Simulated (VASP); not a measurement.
# MgO (P6_3mc) in VASP: a series of runs, part 4 of 4

VASP 6.6.1.

### Step 5. Single point, PBEsol (c/a of the conventional cell at fixed volume 1.4587)

Input file INCAR:

```
  ALGO = Normal
  EDIFF = 1E-7
  ENCUT = 520
  GGA = PS
  ISIF = 2
  ISMEAR = 0
  LASPH = True
  LCHARG = False
  LREAL = False
  LWAVE = False
  NBANDS = 16
  NELM = 80
  PREC = Accurate
  SIGMA = 0.05
```

Input file KPOINTS:

```
k-points
0
Gamma
  9 9 6
```

Input file POSCAR:

```
MgO
1.0
    3.3486902732      0.0000000000      0.0000000000
   -1.6743451366      2.9000508460      0.0000000000
    0.0000000000      0.0000000000      4.8847345015
Mg O
2 2
Direct
    0.3333333333      0.6666666667      0.0036583380
    0.6666666667      0.3333333333      0.5036583380
    0.3333333333      0.6666666667      0.4009416620
    0.6666666667      0.3333333333      0.9009416620
```

Potentials or basis: VASP PAW PBE potentials, release 64 (Mg, O).

Run with:

```
$ cat potpaw_PBE.64/Mg/POTCAR potpaw_PBE.64/O/POTCAR > POTCAR
$ mpirun -np 1 vasp_std > vasp.out
```

OUTCAR:

```text
EDIFF = 1E-7
   ENCUT = 520
   GGA = PS
   ISIF = 2
   ISMEAR = 0
   LASPH = True
   LREAL = False
   NELM = 80
   PREC = Accurate

 ion  position               nearest neighbor table
   1  0.333  0.667  0.004-   3 1.94   4 2.00   4 2.00   4 2.00   2 3.11   2 3.11   2 3.11   2 3.11
                             2 3.11   2 3.11
   2  0.667  0.333  0.504-   4 1.94   3 2.00   3 2.00   3 2.00   1 3.11   1 3.11   1 3.11   1 3.11
                             1 3.11   1 3.11
   3  0.333  0.667  0.401-   1 1.94   2 2.00   2 2.00   2 2.00
   4  0.667  0.333  0.901-   2 1.94   1 2.00   1 2.00   1 2.00

  LATTYP: Found a hexagonal cell.
 ALAT       =     3.3486902732
 C/A-ratio  =     1.4587000000

  Lattice vectors:

 A1 = (   3.3486902732,   0.0000000000,   0.0000000000)
 A2 = (  -1.6743451366,   2.9000508460,   0.0000000000)
 A3 = (   0.0000000000,   0.0000000000,   4.8847345015)

Analysis of symmetry for initial positions (statically):
=====================================================================
 Subroutine PRICEL returns:
 Original cell was already a primitive cell.

 Routine SETGRP: Setting up the symmetry group for a
 hexagonal supercell.

 Subroutine GETGRP returns: Found 12 space group operations
 (whereof  6 operations were pure point group operations)
 out of a pool of 24 trial point group operations.

The static configuration has the point symmetry C_3v.
 The point group associated with its full space group is C_6v.

Analysis of symmetry for dynamics (positions and initial velocities):
=====================================================================
 Subroutine PRICEL returns:
 Original cell was already a primitive cell.

 Routine SETGRP: Setting up the symmetry group for a
 hexagonal supercell.

 Subroutine GETGRP returns: Found 12 space group operations
 (whereof  6 operations were pure point group operations)
 out of a pool of 24 trial point group operations.

The dynamic configuration has the point symmetry C_3v.
 The point group associated with its full space group is C_6v.

 Subroutine INISYM returns: Found 12 space group operations
 (whereof  6 operations are pure point group operations),
 and found     1 'primitive' translations

----------------------------------------------------------------------------------------

                                     Primitive cell

  volume of cell :      47.4375

  direct lattice vectors                    reciprocal lattice vectors
     3.348690273  0.000000000  0.000000000     0.298624214  0.172410770  0.000000000
    -1.674345137  2.900050846  0.000000000     0.000000000  0.344821540  0.000000000
     0.000000000  0.000000000  4.884734501     0.000000000  0.000000000  0.204719417

  length of vectors
     3.348690273  3.348690273  4.884734501     0.344821540  0.344821540  0.204719417

  position of ions in fractional coordinates (direct lattice)
     0.333333333  0.666666667  0.003658338
     0.666666667  0.333333333  0.503658338
     0.333333333  0.666666667  0.400941662
     0.666666667  0.333333333  0.900941662

  ion indices of the primitive-cell ions
   primitive index   ion index
                 1           1
                 2           2
                 3           3
                 4           4

----------------------------------------------------------------------------------------

 KPOINTS: k-points

Automatic generation of k-mesh.
 Grid dimensions read from file:
 generate k-points for:    9    9    6

 Generating k-lattice:

  Cartesian coordinates                     Fractional coordinates (reciprocal lattice)
     0.033180468  0.019156752  0.000000000     0.111111111  0.000000000  0.000000000
     0.000000000  0.038313504  0.000000000     0.000000000  0.111111111  0.000000000
     0.000000000  0.000000000  0.034119903     0.000000000  0.000000000  0.166666667

  Length of vectors
     0.038313504  0.038313504  0.034119903

  Shift w.r.t. Gamma in fractional coordinates (k-lattice)
     0.000000000  0.000000000  0.000000000

 Subroutine IBZKPT returns following result:
 ===========================================

 Found     48 irreducible k-points:

 Following reciprocal coordinates:
            Coordinates               Weight
  0.000000  0.000000  0.000000      1.000000
  0.111111  0.000000  0.000000      6.000000
  0.222222  0.000000  0.000000      6.000000
  0.333333 -0.000000  0.000000      6.000000
  0.444444  0.000000  0.000000      6.000000
  0.111111  0.111111  0.000000      6.000000
[... 16 lines left out ...]
  0.333333  0.222222  0.166667     24.000000
  0.333333  0.333333  0.166667      4.000000
 [... further k-points ...]
   k-points           NKPTS =     48   k-points in BZ     NKDIM =     48   number of bands    NBANDS=     16
   number of dos      NEDOS =    301   number of ions     NIONS =      4
   total plane-waves  NPLWV =  28224
   dimension x,y,z NGX =    28 NGY =   28 NGZ =   36
   dimension x,y,z NGXF=    56 NGYF=   56 NGZF=   72
   ions per type =               2   2
   NGX,Y,Z   is equivalent  to a cutoff of  13.90, 13.90, 12.25 a.u.
   NGXF,Y,Z  is equivalent  to a cutoff of  27.80, 27.80, 24.50 a.u.
 SYSTEM =  unknown system
   PREC   = accura    normal or accurate (medium, high low for compatibility)
   ISTART =      0    job   : 0-new  1-cont  2-samecut
   ICHARG =      2    charge: 1-file 2-atom 10-const
   ISPIN  =      1    spin polarized calculation?
   LNONCOLLINEAR =      F non collinear calculations
   LSORBIT =      F    spin-orbit coupling
   LASPH  =      T    aspherical Exc in radial PAW
   ENCUT  =  520.0 eV  38.22 Ry    6.18 a.u.   6.23  6.23  9.08*2*pi/ulx,y,z
   NELM   =     80;   NELMIN=  2; NELMDL= -5     # of ELM steps
   EDIFF  = 0.1E-06   stopping-criterion for ELM
   LREAL  =      F    real-space projection
   EDIFFG = 0.1E-05   stopping-criterion for IOM
   NSW    =      0    number of steps for IOM
   IBRION =     -1    ionic relax: 0-MD 1-quasi-New 2-CG
   NFREE  =      0    steps in history (QN), initial steepest desc. (CG)
   ISIF   =      2    stress and relaxation
   ISYM   =      2    0-nonsym 1-usesym 2-fastsym
   POTIM  = 0.5000    time-step for ionic-motion
   TEBEG  =    0.0;   TEEND  =   0.0 temperature during run
   PSTRESS=    0.0 pullay stress
   NELECT =      16.0000    total number of electrons
   NUPDOWN=      -1.0000    fix difference up-down
   EMIN   =  10.00;   EMAX   =-10.00  energy-range for DOS
   EFERMI =   0.00;   METHOD = LEGACY
   ISMEAR =     0;   SIGMA  =   0.05  broadening in eV -4-tet -1-fermi 0-gaus
   EFERMI_NEDOS =   21; number of points for ismear=-14 and -15
   IALGO  =     38    algorithm
   IMIX   =      4    mixing-type and parameters
     AMIX     =   0.40;   BMIX     =  1.00
     AMIX_MAG =   1.60;   BMIX_MAG =  1.00
  volume/ion in A,a.u.               =      11.86        80.03
  Fermi-wavevector in a.u.,A,eV,Ry     =   1.139570  2.153475 17.668792  1.298620
  Thomas-Fermi vector in A             =   2.276273
   LORBIT       =      0    0 simple, 1 ext, 2 COOP (PROOUT), +10 PAW based schemes
   GGA     = PS    functional components
   LHFCALC =     F    Hartree Fock is set to
   AEXX    =    0.0000 exact exchange contribution
   IVDW    =     0    specifies the selected vdW correction
   LEPSILON=     F    determine dielectric tensor
   LRPA    =     F    only Hartree local field effects (RPA)
 non-spin polarized calculation
 Gauss-broadening in eV      SIGMA  =   0.05
  energy-cutoff  :      520.00
  volume of cell :       47.44
 maximum number of plane-waves:      1308
 NGX is ok and might be reduce to    28

 number of electron      15.9999998 magnetization

 Free energy of the ion-electron system (eV)
  ---------------------------------------------------
  ext. energy  EPLUGINS =         0.00000000
  ---------------------------------------------------
  free energy    TOTEN  =       -24.51770638 eV

  energy without entropy =      -24.51770638  energy(sigma->0) =      -24.51770638

 E-fermi :   1.3188     XC(G=0):  -9.9570

 val. band max:        1.0312723203   @ k =   0.0000   0.0000   0.0000
 cond. band min:       4.3229024080   @ k =   0.0000   0.0000   0.0000
 fundamental gap:      3.2916300877
 Fermi energy:         1.3187833768

 k-point     1 :       0.0000    0.0000    0.0000
  band No.  band energies     occupation
      1     -15.1768      2.00000
      2     -14.2992      2.00000
      3      -2.2588      2.00000
      4       0.1669      2.00000
      5       0.1669      2.00000
      6       0.5608      2.00000
[... 433 lines left out ...]
      3      -1.7462      2.00000
      4      -1.2456      2.00000
      5      -1.2456      2.00000
      6      -0.3470      2.00000
[... 8 lines left out ...]
     15      14.3409      0.00000
     16      17.9189      0.00000

 [... further k-points ...]
[... 5 lines left out ...]
  --------------------------------------------------------------------------------------
  -------------------------------------------------------------------------------------
  Total       -0.9558843     -0.9558843      1.4731627      0.0000000      0.0000000      0.0000000
  in kB      -32.2845217    -32.2845217     49.7553464      0.0000000      0.0000000      0.0000000
  external PRESSURE =      -4.9378990 kB  Pullay stress =       0.0000000 kB

 VOLUME and BASIS-vectors are now :
 -----------------------------------------------------------------------------
  energy-cutoff  :      520.00
  volume of cell :       47.44
      direct lattice vectors                 reciprocal lattice vectors
     3.348690273  0.000000000  0.000000000     0.298624214  0.172410770  0.000000000
    -1.674345137  2.900050846  0.000000000     0.000000000  0.344821540  0.000000000
     0.000000000  0.000000000  4.884734501     0.000000000  0.000000000  0.204719417

 POSITION                                       TOTAL-FORCE (eV/Angst)
 -----------------------------------------------------------------------------------
     -0.00000      1.93337      0.01787        -0.000000      0.000000     -0.466737
      1.67435      0.96668      2.46024         0.000000     -0.000000     -0.466737
     -0.00000      1.93337      1.95849         0.000000      0.000000      0.466737
      1.67435      0.96668      4.40086        -0.000000     -0.000000      0.466737
 -----------------------------------------------------------------------------------
    total drift:                               -0.000000      0.000000      0.000649

  FREE ENERGIE OF THE ION-ELECTRON SYSTEM (eV)
  ---------------------------------------------------
  free  energy   TOTEN  =       -24.5177063777 eV

  energy  without entropy=      -24.5177063777  energy(sigma->0) =      -24.51770638
```

stdout:

```text
POSCAR found type information on POSCAR MgO
 POSCAR found :  2 types and       4 ions
 scaLAPACK will be used
 -----------------------------------------------------------------------------
|                                                                             |
|                                                                             |
|     You enforced a specific xc type in the INCAR file but a different       |
|     I HOPE YOU KNOW WHAT YOU ARE DOING!                                     |
|                                                                             |
 -----------------------------------------------------------------------------

 LDA part: xc-table for (Slater+PW92), standard interpolation
 POSCAR, INCAR and KPOINTS ok, starting setup
 FFT: planning ... GRIDC
 FFT: planning ... GRID_SOFT
 FFT: planning ... GRID
 WAVECAR not read
 entering main loop
```

Run time: 60 s. Hardware: 1 thread of AMD EPYC 7R13, shared host; peak memory 0.16 GiB.

What came out:

| Property | Result |
| --- | --- |
| Free energy | -24.5177 eV |
| Pressure | -0.5 GPa |
| Largest force | 0.467 eV/Å |
| Band gap on the k mesh | 3.29 eV, direct |

Forces in eV/Å, atoms in the order of the input:
```
Mg   0.000  0.000 -0.467
Mg   0.000  0.000 -0.467
O    0.000  0.000  0.467
O    0.000  0.000  0.467
```

Levels at points of the mesh, in eV from the valence-band top:
```
           k point  band 5  band 6  band 7  band 8  band 9  band 10  band 11  band 12
(0.00, 0.00, 0.00)   -0.86   -0.47   -0.47    0.00    3.29     8.29    10.35    13.60
(0.00, 0.00, 0.50)   -0.67   -0.67   -0.67   -0.67    5.82     5.82    13.26    13.26
```

Caveat: the PAW data sets were made with another functional, which shifts forces and pressure a little. A k mesh can miss the band edges.

### Step 6. Single point, PBEsol (c/a of the conventional cell at fixed volume 1.5194)

Input file INCAR:

```
SYSTEM = MgO
  PREC = Accurate
  ENCUT = 520
  EDIFF = 1E-7
  ISMEAR = 0
  SIGMA = 0.05
  LREAL = .FALSE.
  LASPH = .TRUE.
  NELM = 100
  ALGO = Normal
  ISIF = 2
  LWAVE = .FALSE.
  LCHARG = .FALSE.
  GGA = PS
  NBANDS = 16
```

Input file KPOINTS:

```
regular mesh
0
G
  9 9 6
  0 0 0
```

Input file POSCAR:

```
MgO
1.0
    3.3034678116      0.0000000000      0.0000000000
   -1.6517339058      2.8608870454      0.0000000000
    0.0000000000      0.0000000000      5.0193879762
Mg O
2 2
Direct
    0.3333333333      0.6666666667      0.0272667940
    0.6666666667      0.3333333333      0.5272667940
    0.3333333333      0.6666666667      0.4009416620
    0.6666666667      0.3333333333      0.9009416620
```

Potentials or basis: VASP PAW PBE potentials, release 64 (Mg, O).

Run with:

```
$ cat potpaw_PBE.64/Mg/POTCAR potpaw_PBE.64/O/POTCAR > POTCAR
$ mpirun -np 1 vasp_std > vasp.out
```

It took 64 s on 1 thread of AMD EPYC 7R13, shared host; peak memory 0.17 GiB.

The run converged. Its results:

```yaml
Free_energy: -24.4288 eV
Pressure: 1.5 GPa
Largest_force: 1.166 eV/Å
Band_gap_on_the_k_mesh: 3.51 eV, direct
```

Forces in eV/Å, atoms in the order of the input:
```
Mg   0.000  0.000 -1.166
Mg   0.000  0.000 -1.166
O    0.000  0.000  1.166
O    0.000  0.000  1.166
```

Stress tensor (GPa, compression positive):
```
-3.57  0.00  0.00
 0.00 -3.57  0.00
 0.00  0.00 11.70
```

Levels at points of the mesh, in eV from the valence-band top:
```csv
k point,band 6,band 7,band 8,band 9,band 10,band 11
"(0.00, 0.00, 0.00)",-0.19,-0.19,0.00,3.51,8.34,10.24
"(0.00, 0.00, 0.50)",-0.34,-0.34,-0.34,5.91,5.91,13.18
```

Caveat: the PAW data sets were made with another functional, which shifts forces and pressure a little.

### Step 7. The runs side by side

```csv
cell,gap on the mesh (eV),pressure (GPa),largest force (eV/Å)
"a = 3.349, b = 3.349, c = 4.885 Å, angles 90.0, 90.0, 120.0°, 4 atoms",3.29,-0.5,0.47
"a = 3.397, b = 3.397, c = 4.748 Å, angles 90.0, 90.0, 120.0°, 4 atoms",3.24,0.0,1.10
"a = 3.303, b = 3.303, c = 5.019 Å, angles 90.0, 90.0, 120.0°, 4 atoms",3.51,1.5,1.17
```

Some of these runs hold the atoms at other places in the same cell, which the table doesn't show; runs alike in all that it shows share one row.

Alike in all rows: task single point; level PBEsol; potentials or basis VASP PAW PBE potentials, release 64 (Mg, O); no spin polarisation; k mesh 9 × 9 × 6; cutoff (eV) 520; smearing gaussian 0.05 eV.

Caveats: the PAW data sets were made with another functional, which shifts forces and pressure a little.

Absolute energies hang on the potentials; compare differences alone.
